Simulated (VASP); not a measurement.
# AlPt (P2_13) in VASP: single point with PBEsol

Aim: the single point of AlPt with PBEsol.

Program: VASP 6.6.1. These are calculated values, not measurements. Logs are shortened: lines on timing, memory, paths and dates and some standing lists are left out, and cuts for length are marked.

### Step 1. The cell of the first run

Symmetry: P2_13, No. 198, cubic system. The conventional cell has a = 4.869 Å, b = 4.869 Å, c = 4.869 Å, α = 90.00°, β = 90.00°, γ = 90.00°. Within 3.2 Å of Al (site symmetry 3) lie 7 Pt at 2.43 to 2.74 Å and 6 Al at 3.01 Å. Pt (site symmetry 3) has 7 Al at 2.43 to 2.74 Å and 6 Pt at 2.98 Å within 3.2 Å.

### Step 2. Single point, PBEsol (atoms displaced along a vibrational mode)

File INCAR:

```
SYSTEM = AlPt
ALGO = Fast ; EDIFF = 1E-6
ENCUT = 520 ; GGA = PS
ISIF = 2 ; ISMEAR = 0
LASPH = .True. ; LCHARG = .False.
LREAL = .False. ; LWAVE = .False.
NBANDS = 36 ; NELM = 60
PREC = Accurate ; SIGMA = 0.15
```

File KPOINTS:

```
k-points
0
Gamma
  8 8 8
  0 0 0
```

File POSCAR:

```
AlPt
1.0
    4.8685043982      0.0000000000      0.0000000000
    0.0000000000      4.8685043982      0.0000000000
    0.0000000000      0.0000000000      4.8685043982
Al Pt
4 4
Direct
    0.8451827568      0.8451827568      0.8451827568
    0.6548172432      0.1548172432      0.3451827568
    0.3451827568      0.6548172432      0.1548172432
    0.1548172432      0.3451827568      0.6548172432
    0.1332297657      0.1332297657      0.1332297657
    0.3667702343      0.8667702343      0.6332297657
    0.6332297657      0.3667702343      0.8667702343
    0.8667702343      0.6332297657      0.3667702343
```

Potentials or basis: VASP PAW PBE potentials, release 64 (Al, Pt).

Run with:

```
cat potpaw_PBE.64/Al/POTCAR potpaw_PBE.64/Pt/POTCAR > POTCAR
mpirun -np 1 vasp_std > vasp.out
```

OUTCAR:

```text
SYSTEM = AlPt
   EDIFF = 1E-6
   ENCUT = 520
   GGA = PS
   ISIF = 2
   ISMEAR = 0
   LASPH = .True.
   LREAL = .False.
   NELM = 60
   PREC = Accurate

 ion  position               nearest neighbor table
   1  0.845  0.845  0.845-   5 2.43   6 2.55   7 2.55   8 2.55   7 2.74   8 2.74   6 2.74   3 3.01
                             4 3.01   2 3.01   2 3.01   4 3.01   3 3.01
   2  0.655  0.155  0.345-   6 2.43   5 2.55   7 2.55   8 2.55   7 2.74   8 2.74   5 2.74   1 3.01
                             1 3.01   3 3.01   3 3.01   4 3.01   4 3.01
   3  0.345  0.655  0.155-   7 2.43   6 2.55   5 2.55   8 2.55   8 2.74   6 2.74   5 2.74   1 3.01
                             4 3.01   2 3.01   2 3.01   4 3.01   1 3.01
   4  0.155  0.345  0.655-   8 2.43   6 2.55   7 2.55   5 2.55   6 2.74   5 2.74   7 2.74   1 3.01
                             3 3.01   2 3.01   1 3.01   2 3.01   3 3.01
   5  0.133  0.133  0.133-   1 2.43   2 2.55   3 2.55   4 2.55   3 2.74   4 2.74   2 2.74   6 2.98
                             7 2.98   8 2.98   6 2.98   8 2.98   7 2.98
   6  0.367  0.867  0.633-   2 2.43   1 2.55   3 2.55   4 2.55   3 2.74   4 2.74   1 2.74   8 2.98
                             5 2.98   5 2.98   7 2.98   7 2.98   8 2.98
   7  0.633  0.367  0.867-   3 2.43   2 2.55   1 2.55   4 2.55   4 2.74   2 2.74   1 2.74   8 2.98
                             5 2.98   8 2.98   6 2.98   6 2.98   5 2.98
   8  0.867  0.633  0.367-   4 2.43   2 2.55   3 2.55   1 2.55   2 2.74   1 2.74   3 2.74   7 2.98
                             5 2.98   7 2.98   5 2.98   6 2.98   6 2.98

  LATTYP: Found a simple cubic cell.
 ALAT       =     4.8685043982

  Lattice vectors:

 A1 = (   4.8685043982,   0.0000000000,   0.0000000000)
 A2 = (   0.0000000000,   4.8685043982,   0.0000000000)
 A3 = (   0.0000000000,   0.0000000000,   4.8685043982)

Analysis of symmetry for initial positions (statically):
=====================================================================
 Subroutine PRICEL returns:
 Original cell was already a primitive cell.

 Routine SETGRP: Setting up the symmetry group for a
 simple cubic supercell.

 Subroutine GETGRP returns: Found 12 space group operations
 (whereof  3 operations were pure point group operations)
 out of a pool of 48 trial point group operations.

The static configuration has the point symmetry C_3 .
 The point group associated with its full space group is T   .

Analysis of symmetry for dynamics (positions and initial velocities):
=====================================================================
 Subroutine PRICEL returns:
 Original cell was already a primitive cell.

 Routine SETGRP: Setting up the symmetry group for a
 simple cubic supercell.

 Subroutine GETGRP returns: Found 12 space group operations
 (whereof  3 operations were pure point group operations)
 out of a pool of 48 trial point group operations.

The dynamic configuration has the point symmetry C_3 .
 The point group associated with its full space group is T   .

 Subroutine INISYM returns: Found 12 space group operations
 (whereof  3 operations are pure point group operations),
 and found     1 'primitive' translations

----------------------------------------------------------------------------------------

                                     Primitive cell

  volume of cell :     115.3949

  direct lattice vectors                    reciprocal lattice vectors
     4.868504398  0.000000000  0.000000000     0.205401889  0.000000000  0.000000000
     0.000000000  4.868504398  0.000000000     0.000000000  0.205401889  0.000000000
     0.000000000  0.000000000  4.868504398     0.000000000  0.000000000  0.205401889

  length of vectors
     4.868504398  4.868504398  4.868504398     0.205401889  0.205401889  0.205401889

  position of ions in fractional coordinates (direct lattice)
     0.845182757  0.845182757  0.845182757
     0.654817243  0.154817243  0.345182757
     0.345182757  0.654817243  0.154817243
     0.154817243  0.345182757  0.654817243
     0.133229766  0.133229766  0.133229766
     0.366770234  0.866770234  0.633229766
     0.633229766  0.366770234  0.866770234
     0.866770234  0.633229766  0.366770234

  ion indices of the primitive-cell ions
   primitive index   ion index
                 1           1
                 2           2
                 3           3
                 4           4
                 5           5
                 6           6
                 7           7
                 8           8

----------------------------------------------------------------------------------------

 KPOINTS: k-points

Automatic generation of k-mesh.
 Grid dimensions read from file:
 generate k-points for:    8    8    8

 Generating k-lattice:

  Cartesian coordinates                     Fractional coordinates (reciprocal lattice)
     0.025675236  0.000000000  0.000000000     0.125000000  0.000000000  0.000000000
     0.000000000  0.025675236  0.000000000     0.000000000  0.125000000  0.000000000
     0.000000000  0.000000000  0.025675236     0.000000000  0.000000000  0.125000000

  Length of vectors
     0.025675236  0.025675236  0.025675236

  Shift w.r.t. Gamma in fractional coordinates (k-lattice)
     0.000000000  0.000000000  0.000000000

 Subroutine IBZKPT returns following result:
 ===========================================

 Found     45 irreducible k-points:

 Following reciprocal coordinates:
            Coordinates               Weight
  0.000000  0.000000  0.000000      1.000000
  0.125000  0.000000  0.000000      6.000000
  0.250000  0.000000  0.000000      6.000000
  0.375000  0.000000  0.000000      6.000000
  0.500000  0.000000  0.000000      3.000000
  0.125000  0.125000  0.000000     12.000000
[... 16 lines left out ...]
  0.250000  0.125000  0.125000     24.000000
  0.375000  0.125000  0.125000     24.000000
 [... further k-points ...]
   k-points           NKPTS =     45   k-points in BZ     NKDIM =     45   number of bands    NBANDS=     36
   number of dos      NEDOS =    301   number of ions     NIONS =      8
   total plane-waves  NPLWV =  46656
   dimension x,y,z NGX =    36 NGY =   36 NGZ =   36
   dimension x,y,z NGXF=    72 NGYF=   72 NGZF=   72
   ions per type =               4   4
   NGX,Y,Z   is equivalent  to a cutoff of  12.29, 12.29, 12.29 a.u.
   NGXF,Y,Z  is equivalent  to a cutoff of  24.59, 24.59, 24.59 a.u.
 SYSTEM =  AlPt
   PREC   = accura    normal or accurate (medium, high low for compatibility)
   ISTART =      0    job   : 0-new  1-cont  2-samecut
   ICHARG =      2    charge: 1-file 2-atom 10-const
   ISPIN  =      1    spin polarized calculation?
   LNONCOLLINEAR =      F non collinear calculations
   LSORBIT =      F    spin-orbit coupling
   LASPH  =      T    aspherical Exc in radial PAW
   ENCUT  =  520.0 eV  38.22 Ry    6.18 a.u.   9.05  9.05  9.05*2*pi/ulx,y,z
   NELM   =     60;   NELMIN=  2; NELMDL= -5     # of ELM steps
   EDIFF  = 0.1E-05   stopping-criterion for ELM
   LREAL  =      F    real-space projection
   EDIFFG = 0.1E-04   stopping-criterion for IOM
   NSW    =      0    number of steps for IOM
   IBRION =     -1    ionic relax: 0-MD 1-quasi-New 2-CG
   NFREE  =      0    steps in history (QN), initial steepest desc. (CG)
   ISIF   =      2    stress and relaxation
   ISYM   =      2    0-nonsym 1-usesym 2-fastsym
   POTIM  = 0.5000    time-step for ionic-motion
   TEBEG  =    0.0;   TEEND  =   0.0 temperature during run
   PSTRESS=    0.0 pullay stress
   NELECT =      52.0000    total number of electrons
   NUPDOWN=      -1.0000    fix difference up-down
   EMIN   =  10.00;   EMAX   =-10.00  energy-range for DOS
   EFERMI =   0.00;   METHOD = LEGACY
   ISMEAR =     0;   SIGMA  =   0.15  broadening in eV -4-tet -1-fermi 0-gaus
   EFERMI_NEDOS =   21; number of points for ismear=-14 and -15
   IALGO  =     68    algorithm
   IMIX   =      4    mixing-type and parameters
     AMIX     =   0.40;   BMIX     =  1.00
     AMIX_MAG =   1.60;   BMIX_MAG =  1.00
  volume/ion in A,a.u.               =      14.42        97.34
  Fermi-wavevector in a.u.,A,eV,Ry     =   1.255106  2.371806 21.433134  1.575291
  Thomas-Fermi vector in A             =   2.388879
   LORBIT       =      0    0 simple, 1 ext, 2 COOP (PROOUT), +10 PAW based schemes
   GGA     = PS    functional components
   LHFCALC =     F    Hartree Fock is set to
   AEXX    =    0.0000 exact exchange contribution
   IVDW    =     0    specifies the selected vdW correction
   LEPSILON=     F    determine dielectric tensor
   LRPA    =     F    only Hartree local field effects (RPA)
 non-spin polarized calculation
 RMM-DIIS sequential band-by-band and
 Gauss-broadening in eV      SIGMA  =   0.15
  energy-cutoff  :      520.00
  volume of cell :      115.39
 maximum number of plane-waves:      3136
   NGX = 19   NGY = 19   NGZ = 19

 number of electron      52.0000017 magnetization

 Free energy of the ion-electron system (eV)
  ---------------------------------------------------
  ext. energy  EPLUGINS =         0.00000000
  ---------------------------------------------------
  free energy    TOTEN  =       -52.26940646 eV

  energy without entropy =      -52.25312391  energy(sigma->0) =      -52.26126519

 E-fermi :  10.6235     XC(G=0): -12.2897

 val. band max:       10.6180081448   @ k =   0.3750   0.3750   0.3750
 cond. band min:      10.6380247032   @ k =   0.5000   0.3750   0.3750
 fundamental gap:      0.0200165584
 Fermi energy:        10.6235444543

 k-point     1 :       0.0000    0.0000    0.0000
  band No.  band energies     occupation
      1      -0.7915      2.00000
      2       3.7237      2.00000
      3       3.7237      2.00000
      4       3.7237      2.00000
      5       4.8297      2.00000
      6       4.8297      2.00000
[... 28 lines left out ...]
     35      15.6375      0.00000
     36      15.6443      0.00000

 k-point     2 :       0.1250    0.0000    0.0000
  band No.  band energies     occupation
      1      -0.6761      2.00000
      2       3.3394      2.00000
      3       3.7017      2.00000
      4       3.8896      2.00000
      5       4.5745      2.00000
      6       4.8438      2.00000
[... 28 lines left out ...]
     35      15.7499      0.00000
     36      16.4656      0.00000

 k-point     3 :       0.2500    0.0000    0.0000
  band No.  band energies     occupation
      1      -0.3344      2.00000
      2       2.6646      2.00000
      3       3.6588      2.00000
      4       3.9056      2.00000
      5       4.3569      2.00000
      6       4.8443      2.00000
[... 28 lines left out ...]
     35      16.0080      0.00000
     36      17.2475      0.00000

 k-point     4 :       0.3750    0.0000    0.0000
  band No.  band energies     occupation
      1       0.2185      2.00000
      2       1.8060      2.00000
      3       3.6443      2.00000
      4       3.8013      2.00000
      5       4.3557      2.00000
      6       4.7003      2.00000
[... 28 lines left out ...]
     35      16.3272      0.00000
     36      17.0797      0.00000

 k-point     5 :       0.5000    0.0000    0.0000
  band No.  band energies     occupation
      1       0.9517      2.00000
      2       0.9517      2.00000
      3       3.6924      2.00000
      4       3.6924      2.00000
      5       4.4987      2.00000
      6       4.4987      2.00000
[... 655 lines left out ...]
 k-point    22 :       0.1250    0.1250    0.1250
  band No.  band energies     occupation
      1      -0.4480      2.00000
      2       3.2893      2.00000
      3       3.3885      2.00000
      4       3.8195      2.00000
      5       4.5783      2.00000
      6       4.8247      2.00000
[... 28 lines left out ...]
     35      15.8801      0.00000
     36      15.9437      0.00000

 k-point    23 :       0.2500    0.1250    0.1250
  band No.  band energies     occupation
      1      -0.1122      2.00000
      2       2.7850      2.00000
      3       3.3973      2.00000
      4       3.8096      2.00000
      5       4.3748      2.00000
      6       4.8069      2.00000
[... 28 lines left out ...]
     35      16.1992      0.00000
     36      16.7710      0.00000

 k-point    24 :       0.3750    0.1250    0.1250
  band No.  band energies     occupation
      1       0.4297      2.00000
      2       1.9722      2.00000
      3       3.5030      2.00000
      4       3.8073      2.00000
      5       4.2527      2.00000
      6       4.5650      2.00000
[... 28 lines left out ...]
     35      16.4474      0.00000
     36      17.0643      0.00000

 [... further k-points ...]

------------------------ aborting loop because EDIFF is reached ----------------------------------------

  FORCE on cell =-STRESS in cart. coord.  units (eV):
  Direction    XX          YY          ZZ          XY          YZ          ZX
  --------------------------------------------------------------------------------------
  -------------------------------------------------------------------------------------
  Total        2.1838921      2.1838921      2.1838921     -0.0000000      0.0000000      0.0000000
  in kB       30.3218053     30.3218053     30.3218053     -0.0000000      0.0000000      0.0000000
  external PRESSURE =      30.3218053 kB  Pullay stress =       0.0000000 kB

 VOLUME and BASIS-vectors are now :
 -----------------------------------------------------------------------------
  energy-cutoff  :      520.00
  volume of cell :      115.39
      direct lattice vectors                 reciprocal lattice vectors
     4.868504398  0.000000000  0.000000000     0.205401889  0.000000000  0.000000000
     0.000000000  4.868504398  0.000000000     0.000000000  0.205401889  0.000000000
     0.000000000  0.000000000  4.868504398     0.000000000  0.000000000  0.205401889

 POSITION                                       TOTAL-FORCE (eV/Angst)
 -----------------------------------------------------------------------------------
      4.11478      4.11478      4.11478        -0.197617     -0.197617     -0.197617
      3.18798      0.75373      1.68052         0.197617      0.197617     -0.197617
      1.68052      3.18798      0.75373        -0.197617      0.197617      0.197617
      0.75373      1.68052      3.18798         0.197617     -0.197617      0.197617
      0.64863      0.64863      0.64863         0.610700      0.610700      0.610700
      1.78562      4.21987      3.08288        -0.610700     -0.610700      0.610700
      3.08288      1.78562      4.21987         0.610700     -0.610700     -0.610700
      4.21987      3.08288      1.78562        -0.610700      0.610700     -0.610700
 -----------------------------------------------------------------------------------
    total drift:                                0.000000      0.000000     -0.000000

  FREE ENERGIE OF THE ION-ELECTRON SYSTEM (eV)
  ---------------------------------------------------
  free  energy   TOTEN  =       -52.2694064629 eV

  energy  without entropy=      -52.2531239129  energy(sigma->0) =      -52.26126519
```

Run time: 2.2 min. Hardware: 1 thread of Intel Xeon Platinum 8375C at 2.90GHz (Ice Lake), shared host; peak memory 0.29 GiB.

Results:

* Free energy: -52.2694 eV
* Pressure: 3.0 GPa
* Largest force: 1.058 eV/Å
* Band gap on the k mesh: zero (bands 26 and 27 overlap by 1.01 eV)

Forces on the atoms (eV/Å):
```
Al  -0.198 -0.198 -0.198
Al   0.198  0.198 -0.198
Al  -0.198  0.198  0.198
Al   0.198 -0.198  0.198
Pt   0.611  0.611  0.611
Pt  -0.611 -0.611  0.611
Pt   0.611 -0.611 -0.611
Pt  -0.611  0.611 -0.611
```

Caveat: the cell differs from its parent crystal (atoms displaced along a vibrational mode); the cell stands under pressure; the PAW data sets were made with another functional, which shifts forces and pressure a little; spin-orbit coupling is left out, which moves the levels of the heavy elements.

The gap in the log of VASP goes by the Fermi energy; the results here count the filled bands.